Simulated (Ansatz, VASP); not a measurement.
One calculation of Os, two programs

```xyz
1
Lattice="-1.5520 1.5520 1.5520 1.5520 -1.5520 1.5520 1.5520 1.5520 -1.5520" Properties=species:S:1:pos:R:3 pbc="T T T"
Os    0.0000    0.0000    0.0000
```

Alike in both runs: functional RPBE; k mesh 14 × 14 × 14; occupations fermi-dirac, width 0.1 eV; no spin polarisation.

Ansatz relaxed the structure, and its values are those at the end. VASP's run is a single point on that final structure, the one shown.

```csv
,VASP,Ansatz
version,VASP 6.6.1,Ansatz 0.2.0
potentials or method,"VASP PAW PBE potentials, release 64 (Os), cutoff 520 eV","plane waves (420 eV) with PAW, scalar-relativistic"
valence electrons in the cell,8,16
```

|  | VASP | Ansatz | Ansatz less VASP |
| --- | --- | --- | --- |
| pressure (GPa) | -0.2 | 0.0 | +0.17 |

VASP's potentials were made for PBE, not for RPBE. With one functional, cell and mesh, what is left measures potentials, basis and numerics. VASP's potentials hold 8 valence electrons a cell and Ansatz's 16, so a difference there can come from the potentials and not from the codes.

Neither program's run includes spin-orbit coupling.
